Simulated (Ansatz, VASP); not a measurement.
Two plane-wave programs on Si

```
CELL_PARAMETERS angstrom
1.91595 -3.31853 0.00000
0.00000 0.00000 -6.34182
5.74786 3.31853 0.00000
ATOMIC_POSITIONS crystal
Si 0.50000 0.93691 0.16667
Si 0.00000 0.93691 0.66667
Si 0.00000 0.43691 0.33333
Si 0.50000 0.43691 0.83333
Si 0.50000 0.56309 0.16667
Si 0.00000 0.56309 0.66667
Si 0.00000 0.06309 0.33333
Si 0.50000 0.06309 0.83333
```

Alike in both runs: functional r2SCAN; k mesh 8 × 6 × 6; occupations gaussian, width 0.02 eV; no spin polarisation.

Ansatz relaxed the structure, and its values are those at the end. VASP's run is a single point on that final structure, the one shown.

|  | VASP | Ansatz |
| --- | --- | --- |
| version | VASP 6.6.1 | Ansatz 0.2.0 |
| potentials or method | VASP PAW PBE potentials, release 64 (Si), cutoff 520 eV | scalar-relativistic, plane waves, PAW |
| valence electrons in the cell | 32 | 32 |

|  | VASP | Ansatz | Ansatz less VASP |
| --- | --- | --- | --- |
| gap on the k mesh at the Fermi level (eV) | 0.62 | 0.61 | -0.015 |
| least direct gap on the mesh (eV) | 0.62 | 0.61 | -0.015 |
| pressure (GPa) | -0.2 | 0.0 | +0.23 |

VASP's potentials were made for PBE, not for r2SCAN. With one functional, cell and mesh, what is left measures potentials, basis and numerics.
